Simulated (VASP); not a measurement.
# CaB2 (P6/mmm) in VASP: single point with PBE

Aim: the single point of CaB2 with PBE.

Program: VASP 6.6.1. These are calculated values, not measurements. Logs are shortened: lines on timing, memory, paths and dates and some standing lists are left out, and cuts for length are marked.

## (1) The cell of the first run

The structure is hexagonal, space group P6/mmm (No. 191). Conventional cell: a = 3.226 Å, b = 3.226 Å, c = 4.067 Å, α = 90.00°, β = 90.00°, γ = 120.00°. Ca (site symmetry 6/mmm) has 12 B at 2.76 Å and 6 Ca at 3.23 Å within 3.6 Å. B (site symmetry -6m2) has 3 B at 1.86 Å within 2.5 Å.

## (2) Single point, PBE

File INCAR:

```
SYSTEM = CaB2
PREC = Accurate
ENCUT = 520
EDIFF = 1E-6
ISMEAR = -1
SIGMA = 0.15
LREAL = .False.
LASPH = .True.
NELM = 80
ALGO = Normal
ISIF = 2
LWAVE = .False.
LCHARG = .True.
GGA = PE
LELF = .True.
LVHAR = .True.
NBANDS = 15
```

File KPOINTS:

```
Automatic mesh
0
Gamma
  6 6 4
  0 0 0
```

File POSCAR:

```
CaB2
1.0
    3.2264300000      0.0000000000      0.0000000000
   -1.6132150000      2.7941710000      0.0000000000
    0.0000000000      0.0000000000      4.0673920000
Ca B
1 2
Direct
    0.0000000000      0.0000000000      0.0000000000
    0.3333333333      0.6666666667      0.5000000000
    0.6666666667      0.3333333333      0.5000000000
```

Potentials or basis: VASP PAW PBE potentials, release 64 (Ca_sv, B).

Command:

```console
cat potpaw_PBE.64/Ca_sv/POTCAR potpaw_PBE.64/B/POTCAR > POTCAR
mpirun -np 1 vasp_std > vasp.out
```

OUTCAR:

```text
SYSTEM = CaB2
   PREC = Accurate
   ENCUT = 520
   EDIFF = 1E-6
   ISMEAR = -1
   LREAL = .False.
   LASPH = .True.
   NELM = 80
   ISIF = 2
   GGA = PE

 ion  position               nearest neighbor table
   1  0.000  0.000  0.000-
   2  0.333  0.667  0.500-   3 1.86   3 1.86   3 1.86
   3  0.667  0.333  0.500-   2 1.86   2 1.86   2 1.86

  LATTYP: Found a hexagonal cell.
 ALAT       =     3.2264300000
 C/A-ratio  =     1.2606478368

  Lattice vectors:

 A1 = (   3.2264300000,   0.0000000000,   0.0000000000)
 A2 = (  -1.6132150000,   2.7941710000,   0.0000000000)
 A3 = (   0.0000000000,   0.0000000000,   4.0673920000)

Analysis of symmetry for initial positions (statically):
=====================================================================
 Subroutine PRICEL returns:
 Original cell was already a primitive cell.

 Routine SETGRP: Setting up the symmetry group for a
 hexagonal supercell.

 Subroutine GETGRP returns: Found 24 space group operations
 (whereof 24 operations were pure point group operations)
 out of a pool of 24 trial point group operations.

The static configuration has the point symmetry D_6h.

Analysis of symmetry for dynamics (positions and initial velocities):
=====================================================================
 Subroutine PRICEL returns:
 Original cell was already a primitive cell.

 Routine SETGRP: Setting up the symmetry group for a
 hexagonal supercell.

 Subroutine GETGRP returns: Found 24 space group operations
 (whereof 24 operations were pure point group operations)
 out of a pool of 24 trial point group operations.

The dynamic configuration has the point symmetry D_6h.

 Subroutine INISYM returns: Found 24 space group operations
 (whereof 24 operations are pure point group operations),
 and found     1 'primitive' translations

----------------------------------------------------------------------------------------

                                     Primitive cell

  volume of cell :      36.6683

  direct lattice vectors                    reciprocal lattice vectors
     3.226430000  0.000000000  0.000000000     0.309940089  0.178943952  0.000000000
    -1.613215000  2.794171000  0.000000000     0.000000000  0.357887903  0.000000000
     0.000000000  0.000000000  4.067392000     0.000000000  0.000000000  0.245857788

  length of vectors
     3.226430000  3.226430569  4.067392000     0.357887966  0.357887903  0.245857788

[... 87 lines left out ...]
   TEBEG  =    0.0;   TEEND  =   0.0 temperature during run
   PSTRESS=    0.0 pullay stress
   NELECT =      16.0000    total number of electrons
   NUPDOWN=      -1.0000    fix difference up-down
   EMIN   =  10.00;   EMAX   =-10.00  energy-range for DOS
   EFERMI =   0.00;   METHOD = LEGACY
   ISMEAR =    -1;   SIGMA  =   0.15  broadening in eV -4-tet -1-fermi 0-gaus
   EFERMI_NEDOS =   21; number of points for ismear=-14 and -15
   IALGO  =     38    algorithm
   IMIX   =      4    mixing-type and parameters
     AMIX     =   0.40;   BMIX     =  1.00
     AMIX_MAG =   1.60;   BMIX_MAG =  1.00
  volume/ion in A,a.u.               =      12.22        82.48
  Fermi-wavevector in a.u.,A,eV,Ry     =   1.241703  2.346478 20.977822  1.541826
  Thomas-Fermi vector in A             =   2.376089
   LORBIT       =      0    0 simple, 1 ext, 2 COOP (PROOUT), +10 PAW based schemes
   GGA     = PE    functional components
   LHFCALC =     F    Hartree Fock is set to
   AEXX    =    0.0000 exact exchange contribution
   IVDW    =     0    specifies the selected vdW correction
   LEPSILON=     F    determine dielectric tensor
   LRPA    =     F    only Hartree local field effects (RPA)
 non-spin polarized calculation
  energy-cutoff  :      520.00
  volume of cell :       36.67
 maximum number of plane-waves:      1008
 NGX is ok and might be reduce to    24
   NGX = 11   NGY = 11   NGZ = 15

 number of electron      16.0000004 magnetization

 Free energy of the ion-electron system (eV)
  ---------------------------------------------------
  ext. energy  EPLUGINS =         0.00000000
  ---------------------------------------------------
  free energy    TOTEN  =       -15.76865292 eV

  energy without entropy =      -15.68484725  energy(sigma->0) =      -15.72675008

 E-fermi :   4.6630     XC(G=0): -10.8120

 val. band max:        4.5478426713   @ k =   0.1667  -0.0000   0.2500
 cond. band min:       4.6630450997   @ k =   0.3333   0.3333   0.0000
 fundamental gap:      0.1152024284
 Fermi energy:         4.6629881242

 k-point     1 :       0.0000    0.0000    0.0000
  band No.  band energies     occupation
      1     -35.0667      2.00000
      2     -16.0670      2.00000
      3     -15.8588      2.00000
      4     -15.8588      2.00000
      5      -5.7700      2.00000
      6       2.8544      1.99999
      7       4.9977      0.19394
      8       4.9977      0.19394
      9       5.0661      0.12745
     10      10.0667      0.00000
     11      10.0667      0.00000
     12      10.9180      0.00000
     13      10.9180      0.00000
     14      11.5409      0.00000
[... 347 lines left out ...]
      2     -16.3699      2.00000
      3     -16.3699      2.00000
      4     -15.9730      2.00000
      5      -1.5444      2.00000
      6      -1.5444      2.00000
      7       1.2301      2.00000
      8       4.2987      1.83799
      9       4.2987      1.83799
     10      10.5272      0.00000
     11      11.3774      0.00000
     12      11.3774      0.00000
     13      11.8304      0.00000
     14      11.8304      0.00000
     15      13.0742      0.00000

------------------------ aborting loop because EDIFF is reached ----------------------------------------

  FORCE on cell =-STRESS in cart. coord.  units (eV):
  Direction    XX          YY          ZZ          XY          YZ          ZX
  --------------------------------------------------------------------------------------
  -------------------------------------------------------------------------------------
  Total       -0.1030014     -0.1030015      0.1790852      0.0000000      0.0000000      0.0000000
  in kB       -4.5005183     -4.5005204      7.8249036      0.0000000      0.0000000      0.0000000
  external PRESSURE =      -0.3920451 kB  Pullay stress =       0.0000000 kB

 VOLUME and BASIS-vectors are now :
 -----------------------------------------------------------------------------
  energy-cutoff  :      520.00
  volume of cell :       36.67
      direct lattice vectors                 reciprocal lattice vectors
     3.226430000  0.000000000  0.000000000     0.309940089  0.178943952  0.000000000
    -1.613215000  2.794171000  0.000000000     0.000000000  0.357887903  0.000000000
     0.000000000  0.000000000  4.067392000     0.000000000  0.000000000  0.245857788

 POSITION                                       TOTAL-FORCE (eV/Angst)
 -----------------------------------------------------------------------------------
      0.00000      0.00000      0.00000        -0.000000      0.000000      0.000000
     -0.00000      1.86278      2.03370        -0.000000     -0.000000      0.000000
      1.61322      0.93139      2.03370         0.000000      0.000000     -0.000000
 -----------------------------------------------------------------------------------
    total drift:                               -0.000000      0.000000      0.000000

  FREE ENERGIE OF THE ION-ELECTRON SYSTEM (eV)
  ---------------------------------------------------
  free  energy   TOTEN  =       -15.7686529230 eV

  energy  without entropy=      -15.6848472462  energy(sigma->0) =      -15.72675008
```

OSZICAR:

```text
N       E                     dE             d eps       ncg     rms          rms(c)
DAV:   1     0.968652623222E+02    0.96865E+02   -0.78415E+03   630   0.104E+03
DAV:   2    -0.133998853207E+02   -0.11027E+03   -0.10368E+03   749   0.261E+02
DAV:   3    -0.166286734573E+02   -0.32288E+01   -0.31829E+01   901   0.432E+01
DAV:   4    -0.167520182806E+02   -0.12334E+00   -0.12322E+00   798   0.708E+00
DAV:   5    -0.167537029256E+02   -0.16846E-02   -0.16846E-02   916   0.847E-01    0.551E+00
DAV:   6    -0.158471410561E+02    0.90656E+00   -0.90804E-01   770   0.599E+00    0.255E+00
DAV:   7    -0.157744366674E+02    0.72704E-01   -0.30499E-01   929   0.316E+00    0.846E-01
DAV:   8    -0.157849368530E+02   -0.10500E-01   -0.10041E-01   791   0.273E+00    0.574E-01
DAV:   9    -0.157683453949E+02    0.16591E-01   -0.25460E-02   791   0.127E+00    0.602E-02
DAV:  10    -0.157687043465E+02   -0.35895E-03   -0.28824E-03   872   0.365E-01    0.758E-02
DAV:  11    -0.157686586868E+02    0.45660E-04   -0.10082E-04   781   0.694E-02    0.545E-02
DAV:  12    -0.157686673455E+02   -0.86587E-05   -0.39017E-05   757   0.635E-02    0.159E-02
DAV:  13    -0.157686533521E+02    0.13993E-04   -0.27005E-05   824   0.297E-02    0.814E-03
DAV:  14    -0.157686529230E+02    0.42916E-06   -0.19949E-06   636   0.131E-02
   1 F= -.15768653E+02 E0= -.15726750E+02  d E =-.838057E-01
```

stdout:

```text
POSCAR found type information on POSCAR CaB
 POSCAR found :  2 types and       3 ions
 scaLAPACK will be used
 LDA part: xc-table for (Slater+PW92), standard interpolation
 POSCAR, INCAR and KPOINTS ok, starting setup
 FFT: planning ... GRIDC
 FFT: planning ... GRID_SOFT
 FFT: planning ... GRID
 WAVECAR not read
 entering main loop
```

It took 18 s on 1 thread of AMD EPYC 7R43 (Zen 3), shared host; peak memory 0.12 GiB.

What came out:

```yaml
Free_energy: -15.7687 eV
Pressure: 0.0 GPa
Band_gap_on_the_k_mesh: zero (bands 8 and 9 overlap by 1.61 eV)
```

Caveat: the k points lie up to 0.39 Å⁻¹ apart, too coarse for converged energies and pressures of a metal.
